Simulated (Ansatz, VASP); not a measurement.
**One calculation of Sn, two programs**

Contents of INCAR:

```
PREC = Accurate ; ENCUT = 400
EDIFF = 1E-6 ; ISMEAR = -1
SIGMA = 0.02 ; LREAL = False
LASPH = True ; NELM = 120
ALGO = Normal ; ISIF = 2
LWAVE = False ; LCHARG = False
LDIPOL = True ; IDIPOL = 3
DIPOL = 0.5 0.5 0.500 ; GGA = PE
NBANDS = 36 ; GGA_COMPAT = False
NELMDL = -8
```

The input KPOINTS:

```
Automatic mesh
0
Gamma
  7 5 1
```

The input POSCAR:

```
Sn
1.0
    4.7064645934      0.0000000000      0.0000000000
    0.0000000000      6.6559460589      0.0000000000
    0.0000000000      0.0000000000     18.3532000000
Sn
4
Direct
    0.0000000000      0.3750000000      0.4358904088
    0.5000000000      0.1250000000      0.4358904088
    0.5000000000      0.8750000000      0.5641095912
    0.0000000000      0.6250000000      0.5641095912
```

Input for Ansatz:

```yaml
crystal:
  lattice:
    - [4.7064645934, 0.0, 0.0]
    - [0.0, 6.6559460589, 0.0]
    - [0.0, 0.0, 18.3532]
  atoms:
    - { symbol: Sn, position: [0.0, 0.375, 0.4358904088] }
    - { symbol: Sn, position: [0.5, 0.125, 0.4358904088] }
    - { symbol: Sn, position: [0.5, 0.875, 0.5641095912] }
    - { symbol: Sn, position: [0.0, 0.625, 0.5641095912] }
kpoints:
  mp_grid: { grid: [7, 5, 1] }
scf:
  occupations: { method: fermi_dirac, width: 0.02 }
hamiltonian:
  xc: pbe
  pseudopotentials: { kind: paw }
output:
  forces: true
  stress: true
  eigenvalues: true
  populations: true
efield:
  axis: 3
  amplitude: 0
  dipole_correction: true
```

Alike in both runs: task single point; functional PBE; k mesh 7 × 5 × 1; occupations fermi-dirac, width 0.02 eV; no spin polarisation.

|  | VASP | Ansatz |
| --- | --- | --- |
| version | VASP 6.6.1 | Ansatz 0.2.0 |
| potentials or method | VASP PAW PBE potentials, release 64 (Sn_d) | PAW with Ansatz's default frozen-core files, scalar-relativistic |
| plane-wave cutoff (eV) | 400 | 420 |
| valence electrons in the cell | 56 | 56 |

|  | VASP | Ansatz | Ansatz less VASP |
| --- | --- | --- | --- |
| rms of the force components (eV/Å) | 0.127 | 0.127 | -0.0006 |

Atom by atom the forces differ by 0.002 eV/Å (rms over components).
